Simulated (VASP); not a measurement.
**BP: relaxation of cell and atoms with PBEsol**

The system is BP.

```
B P
1.0
     2.26007    2.26007    0.00000
    -2.26007    2.26007    0.00000
     0.00000    2.26007    2.26007
B P
1 1
Direct
  0.00000 0.00000 0.00000
  0.75000 0.25000 0.50000
```

```
Program                : VASP 6.6.1
Task                   : relaxation of cell and atoms
Functional             : PBEsol
Potentials or basis    : VASP PAW PBE potentials, release 64 (B, P)
Cutoff                 : 600 eV
k mesh                 : 8 × 8 × 8
Occupations            : gaussian, width 0.01 eV
Spin                   : no spin polarisation
Target pressure        : -2 GPa
Dipole correction      : no
Further INCAR settings : ALGO = Normal; EDIFF = 1e-07; IBRION = 2; EDIFFG = -0.002; NSW = 100; ISIF = 3
```

```json
{"Relaxed volume": "11.69 Å³/atom", "Relaxed cell": "a = 3.210 Å, b = 3.210 Å, c = 3.210 Å, α = 60.00°, β = 60.00°, γ = 90.00°", "Space group after relaxing (to 0.05 Å)": "F-43m (No. 216)", "Energy change on relaxing (the enthalpy is what falls)": "+0.9 meV/atom", "Ionic steps": "3", "Pressure after relaxing": "-2.0 GPa", "Band gap on the k mesh": "1.16 eV, indirect (least direct gap 3.35 eV)"}
```

The path:
```csv
step,energy change (eV),largest force (eV/Å),pressure (GPa),volume (Å³)
1,0.0000,0.0000,0.13,23.09
2,0.0055,0.0000,-3.47,23.60
3,0.0018,0.0000,-2.00,23.39
```

Final structure:
```
B P
1.0
     2.26975    2.26975    0.00000
    -2.26975    2.26975    0.00000
     0.00000    2.26975    2.26975
B P
1 1
Direct
  0.00000 0.00000 0.00000
  0.75000 0.25000 0.50000
```

Levels at points of the mesh, in eV from the valence-band top:
| k point | band 1 | band 2 | band 3 | band 4 | band 5 | band 6 | band 7 | band 8 |
| --- | --- | --- | --- | --- | --- | --- | --- | --- |
| (0.00, 0.00, 0.00) | -15.49 | 0.00 | 0.00 | 0.00 | 3.35 | 3.35 | 3.35 | 7.33 |
| (0.50, 0.00, 0.00) | -12.14 | -9.09 | -1.77 | -1.77 | 3.73 | 4.65 | 4.65 | 9.93 |
| (0.50, 0.50, 0.00) | -10.62 | -8.59 | -4.14 | -4.14 | 1.23 | 1.52 | 12.09 | 12.09 |

Wall time 11 s on 1 thread of Intel(R) Xeon(R) Platinum 8488C (Sapphire Rapids), with other jobs on the host, peak memory 0.15 GiB.

Caveat: the cell is relaxed towards a set pressure, so the enthalpy falls and the energy may rise; the PAW data sets were made with another functional, which shifts forces and pressure a little. A k mesh can miss the band edges.
